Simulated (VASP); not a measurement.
A run of VASP 6.6.1:

INCAR

```
SYSTEM = Ag
PREC = Accurate ; ENCUT = 520
EDIFF = 1E-6 ; ISMEAR = 0
SIGMA = 0.1 ; LREAL = .False.
LASPH = .True. ; NELM = 80
ALGO = Normal ; ISIF = 2
LWAVE = .False. ; LCHARG = .True.
GGA = PE ; LELF = .True.
LVHAR = .True. ; NBANDS = 54
```

The input KPOINTS:

```
Automatic mesh
0
Gamma
  4 4 4
  0 0 0
```

The input POSCAR:

```
Ag
1.0
    5.2022289223      0.0000000000      0.0000000000
    0.0000000000      5.2022289223      0.0000000000
    0.0000000000      0.0000000000      5.2022289223
Ag
8
Direct
    0.5000000000      0.5000000000      0.5000000000
    0.0000000000      0.0000000000      0.0000000000
    0.2500000000      0.0000000000      0.5000000000
    0.5000000000      0.2500000000      0.0000000000
    0.5000000000      0.7500000000      0.0000000000
    0.7500000000      0.0000000000      0.5000000000
    0.0000000000      0.5000000000      0.7500000000
    0.0000000000      0.5000000000      0.2500000000
```

Potentials or basis: VASP PAW PBE potentials, release 64 (Ag).

The run is started by

```sh
$ cat potpaw_PBE.64/Ag/POTCAR > POTCAR
$ mpirun -np 1 vasp_std > vasp.out
```

Hardware: 1 thread of Intel(R) Xeon(R) Platinum 8259CL CPU @ 2.50GHz (Skylake/Cascade Lake), on a shared host.

Problem. How long does it take, and how much memory?

Solution. Wall time 62 s on 1 thread of Intel(R) Xeon(R) Platinum 8259CL CPU @ 2.50GHz (Skylake/Cascade Lake), on a shared host, peak memory 0.25 GiB. Counts: scf iterations 12, k points 10.
